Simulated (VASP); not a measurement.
Input of a VASP 6.6.1 run:

Contents of INCAR:

```
  PREC = Accurate
  ENCUT = 520
  EDIFF = 1E-6
  ISMEAR = 0
  SIGMA = 0.05
  LREAL = Auto
  LASPH = T
  NELM = 60
  ALGO = Normal
  ISIF = 2
  LWAVE = F
  LCHARG = T
  GGA = PS
  LELF = T
  LVHAR = T
  NBANDS = 93
```

Contents of KPOINTS:

```
Automatic mesh
0
Gamma
  4 5 1
```

POSCAR

```
W9C8
1.0
    5.8060000000      0.0000000000      0.0000000000
    0.0000000000      5.6630000000      0.0000000000
    0.0000000000      0.0000000000     15.1901200000
W C
9 8
Direct
    0.0000000000      0.0000000000      0.0658323305
    0.2519168102      0.0034379304      0.2279537621
    0.0000000000      0.5000000000      0.0658323305
    0.2454788150      0.4987845665      0.2275827314
    0.5000000000      0.0000000000      0.0658323305
    0.7508243197     -0.0017483666      0.2308468926
    0.5000000000      0.5000000000      0.0658323305
    0.7481036858      0.4974404026      0.2261484439
   -0.0119398898      0.4468873389      0.3790128057
    0.0011105753      0.2476286421      0.1678978836
    0.2389050982      0.2617450115      0.3298490730
   -0.0056987599      0.7521430337      0.1645403065
    0.0473160524      0.7854879039      0.3083867672
    0.5048231140      0.2522080170      0.1691363202
    0.7662519807      0.2481885926      0.3293033893
    0.4941830865      0.7491177821      0.1731052816
    0.8150952463      0.7507767968      0.3339834708
```

Potentials or basis: VASP PAW PBE potentials, release 64 (W_sv, C).

Run with:

```bash
$ cat potpaw_PBE.64/W_sv/POTCAR potpaw_PBE.64/C/POTCAR > POTCAR
$ mpirun -np 1 vasp_std > vasp.out
```

Q: Estimate the largest force.

A: 0.857 eV/Å.

Q: What does it give for the band gap on the k mesh?

A: Zero (bands 79 and 80 overlap by 0.25 eV).

Forces on the atoms (eV/Å):
```
W    0.099  0.233 -0.237
W    0.017 -0.007  0.014
W   -0.049 -0.520 -0.679
W    0.019  0.019 -0.001
W    0.093  0.142  0.768
W   -0.024 -0.002 -0.006
W   -0.139  0.149 -0.092
W   -0.025  0.012 -0.016
W    0.034  0.044  0.126
C   -0.001  0.003  0.007
C    0.036 -0.049  0.039
C    0.000 -0.007  0.004
C    0.091  0.036 -0.009
C   -0.001 -0.009  0.003
C   -0.049 -0.062  0.022
C    0.000  0.000 -0.006
C   -0.102  0.019  0.064
```

Caveat: there is no dipole correction, which matters where the two faces differ; the PAW data sets were made with another functional, which shifts forces and pressure a little; spin-orbit coupling is left out, which moves the levels of the heavy elements.
